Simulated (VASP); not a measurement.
A run of VASP 6.6.1 is set up as follows.

Contents of INCAR:

```
AGGAC = 1.0 ; AGGAX = 1.0
ALDAC = 0.0 ; ALDAX = 1.0
ALGO = Normal ; EDIFF = 1E-6
ENCUT = 600 ; GGA = B5
GGA_COMPAT = F ; ISIF = 2
ISMEAR = -1 ; LASPH = T
LCHARG = F ; LREAL = F
LWAVE = F ; NBANDS = 11
NELM = 120 ; PREC = Accurate
SIGMA = 0.1
```

Contents of KPOINTS:

```
k-points
0
Gamma
  15 15 15
```

The input POSCAR:

```
Ni
1.0
    2.3349467430      0.0000000000      0.0000000000
    0.0000000000      2.3349467430      0.0000000000
    0.0000000000      0.0000000000      2.3349467430
Ni
1
Direct
    0.0000000000      0.0000000000      0.0000000000
```

Potentials or basis: VASP PAW PBE potentials, release 64 (Ni).

Run with:

```console
$ cat potpaw_PBE.64/Ni/POTCAR > POTCAR
$ mpirun -np 1 vasp_std > vasp.out
```

(1) What does it give for the pressure?

(2) What does it give for the band gap on the k mesh?

Answers

(1) 5.4 GPa.

(2) zero (bands 5 and 6 overlap by 1.19 eV).

Caveat: the cell stands under pressure; the PAW data sets were made with another functional, which shifts forces and pressure a little; the run has no spin polarisation, though such a crystal can be magnetic.
